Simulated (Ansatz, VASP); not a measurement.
## One calculation of N, two programs

File INCAR:

```
PREC = Accurate
ENCUT = 520
EDIFF = 1E-6
ISMEAR = 0
SIGMA = 0.02
LREAL = F
LASPH = T
NELM = 80
ALGO = Normal
ISIF = 2
LWAVE = F
LCHARG = T
GGA = RP
LELF = T
LVHAR = T
NBANDS = 12
```

KPOINTS

```
regular mesh
0
Gamma
  12 12 11
```

POSCAR

```
N
1.0
    2.5194737886      0.0000000000      0.0000000000
   -1.2597368943      2.1819283051      0.0000000000
    0.0000000000      0.0000000000      2.4460020000
N
2
Direct
    0.3333333333      0.6666666667      0.7500000000
    0.6666666667      0.3333333333      0.2500000000
```

File input.yaml:

```yaml
crystal:
  lattice:
    - [2.5194737886, 0.0, 0.0]
    - [-1.2597368943, 2.1819283051, 0.0]
    - [0.0, 0.0, 2.446002]
  atoms:
    - { symbol: "N", position: [0.3333333333, 0.6666666667, 0.75] }
    - { symbol: "N", position: [0.6666666667, 0.3333333333, 0.25] }
kpoints:
  mp_grid: { grid: [12, 12, 11] }
scf:
  occupations: { method: gaussian, width: 0.02 }
hamiltonian:
  xc: rpbe
  pseudopotentials: { kind: all_electron, lapw: { basis_error: 0.001 } }
output:
  forces: true
  stress: true
  eigenvalues: true
```

Alike in both runs: task single point; functional RPBE; k mesh 12 × 12 × 11; occupations gaussian, width 0.02 eV; no spin polarisation.

|  | VASP | Ansatz |
| --- | --- | --- |
| version | VASP 6.6.1 | Ansatz 0.2.0 |
| potentials or method | VASP PAW PBE potentials, release 64 (N), cutoff 520 eV | all-electron LAPW, scalar-relativistic |

VASP gave:

- gap on the k mesh at the Fermi level (eV): none
- pressure (GPa): 15.6
- traceless stress, the component that is largest in VASP (GPa): -7.95

Q: What did Ansatz give for the same quantities?

A: gap on the k mesh at the Fermi level (eV): none; pressure (GPa): 15.5; traceless stress, the component that is largest in VASP (GPa): -8.06.

VASP's potentials were made for PBE, not for RPBE. A gap of «none» marks a metal or a gap that the smearing closes. Ansatz ran all-electron here, and VASP with PAW potentials.
